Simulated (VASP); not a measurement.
Input of a VASP 6.6.1 run:

INCAR

```
PREC = Accurate
ENCUT = 520
EDIFF = 1E-6
ISMEAR = -1
SIGMA = 0.08
LREAL = F
LASPH = T
NELM = 60
ALGO = Normal
ISIF = 2
LWAVE = F
LCHARG = T
GGA = PE
LELF = T
LVHAR = T
NBANDS = 12
```

File KPOINTS:

```
regular mesh
0
Gamma
  12 12 12
```

Contents of POSCAR:

```
Sb
1.0
    1.5023708595     -0.8673942202      4.8854100222
    0.0000000000      1.7347884403      4.8854100222
   -1.5023708595     -0.8673942202      4.8854100222
Sb
2
Direct
    0.2500000000      0.2500000000      0.2500000000
   -0.2500000000     -0.2500000000     -0.2500000000
```

Potentials or basis: VASP PAW PBE potentials, release 64 (Sb).

Run with:

```console
$ cat potpaw_PBE.64/Sb/POTCAR > POTCAR
$ mpirun -np 1 vasp_std > vasp.out
```

Question: Estimate the pressure.

Answer: 49.4 GPa.

Question: Predict the band gap on the k mesh.

Answer: Zero (bands 5 and 6 overlap by 9.97 eV).

Caveat: the cell stands under pressure; spin-orbit coupling is left out, which moves the levels of the heavy elements.
